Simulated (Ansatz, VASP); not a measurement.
## Two plane-wave programs on TiO2

```
Ti O
1.0
     4.59125    0.00000    0.00000
     0.00000    4.59125    0.00000
     0.00000    0.00000    2.93903
Ti O
2 4
Direct
  0.00000 0.00000 0.00000
  0.50000 0.50000 0.50000
  0.30444 0.30444 0.00000
  0.80444 0.19556 0.50000
  0.19556 0.80444 0.50000
  0.69556 0.69556 0.00000
```

Alike in both runs: functional PBEsol; k mesh 6 × 6 × 10; occupations gaussian, width 0.05 eV; no spin polarisation.

Ansatz relaxed the structure, and its values are those at the end. VASP's run is a single point on that final structure, the one shown.

|  | VASP | Ansatz |
| --- | --- | --- |
| version | VASP 6.6.1 | Ansatz 0.2.0 |
| potentials or method | VASP PAW PBE potentials, release 64 (Ti_sv, O), cutoff 520 eV | scalar-relativistic, plane waves, PAW |
| valence electrons in the cell | 48 | 48 |

```csv
,VASP,Ansatz,Ansatz less VASP
gap on the k mesh at the Fermi level (eV),1.84,1.87,+0.027
least direct gap on the mesh (eV),1.84,1.87,+0.027
pressure (GPa),0.6,0.0,-0.64
rms of the force components (eV/Å),0.011,0.000,-0.0112
```

VASP's potentials were made for PBE, not for PBEsol. Ansatz's warnings: stress scf threshold loose.
